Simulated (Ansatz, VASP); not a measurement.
# HfN in VASP and in Ansatz

```
CELL_PARAMETERS angstrom
0.00000 2.45482 2.45482
2.45482 0.00000 2.45482
2.45482 2.45482 0.00000
ATOMIC_POSITIONS crystal
Hf 0.00000 0.00000 0.00000
N 0.25000 0.25000 0.25000
```

Alike in both runs: task relaxation of cell and atoms; functional HF; k mesh 5 × 5 × 5; occupations fermi-dirac, width 0.05 eV; no spin polarisation.

|  | VASP | Ansatz |
| --- | --- | --- |
| version | VASP 6.6.1 | Ansatz 0.2.0 |
| potentials or method | VASP PAW PBE potentials, release 64 (Hf_pv, N) | Ansatz PAW |
| plane-wave cutoff (eV) | 600 | 420 |
| valence electrons in the cell | 15 | 31 |

VASP gave:

```
gap on the k mesh at the Fermi level, each at its own relaxed structure (eV) : none
relaxed volume (Å³/atom)                                                     : 14.90
relaxed length of the cell vector where the two differ most in proportion (Å)              : 3.480
```

Problem. Which values does Ansatz return?

Solution. gap on the k mesh at the Fermi level, each at its own relaxed structure (eV): none; relaxed volume (Å³/atom): 15.40; relaxed length of the cell vector where the two differ most in proportion (Å): 3.518.

VASP's potentials were made for PBE, not for HF. A gap of «none» marks a metal or a gap that the smearing closes. VASP's potentials hold 15 valence electrons a cell and Ansatz's 31, so a difference there can come from the potentials and not from the codes.

The k mesh is coarse, so the values compare programs but aren't converged. Neither program's run includes spin-orbit coupling. Noted on Ansatz's run: the plane-wave basis is chosen anew once the cell has moved, so the energies of steps on either side of that aren't comparable.
